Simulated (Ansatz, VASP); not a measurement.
# One calculation of GaN, two programs

```
Ga N
1.0
     3.21154    0.00000    0.00000
    -1.60577    2.78127    0.00000
     0.00000    0.00000   10.35684
Ga N
4 4
Direct
  0.00000 0.00000 0.78587
  0.66667 0.33333 0.03735
  0.33333 0.66667 0.53735
  0.00000 0.00000 0.28587
  0.00000 0.00000 0.09304
  0.66667 0.33333 0.34375
  0.00000 0.00000 0.59304
  0.33333 0.66667 0.84374
```

Alike in both runs: functional PBEsol; k mesh 10 × 10 × 3; occupations fermi-dirac, width 0.05 eV; no spin polarisation.

```csv
,VASP,Ansatz
version,VASP 6.6.1,Ansatz 0.2.0
potentials or method,"VASP PAW PBE potentials, release 64 (Ga_d, N)",Ansatz PAW
plane-wave cutoff (eV),520,420
valence electrons in the cell,72,72
task,single point,band structure
```

Ansatz gave:

* gap on the k mesh at the Fermi level (eV): 0.78
* least direct gap on the mesh (eV): 0.78
* pressure (GPa): -6.1
* traceless stress, the component that is largest in VASP (GPa): 5.65
* rms of the force components (eV/Å): 0.094

Estimate VASP's values.

gap on the k mesh at the Fermi level (eV): 0.79; least direct gap on the mesh (eV): 0.79; pressure (GPa): -6.3; traceless stress, the component that is largest in VASP (GPa): 5.70; rms of the force components (eV/Å): 0.093.

VASP's potentials were made for PBE, not for PBEsol. Atom by atom the forces differ by 0.008 eV/Å (rms over components).
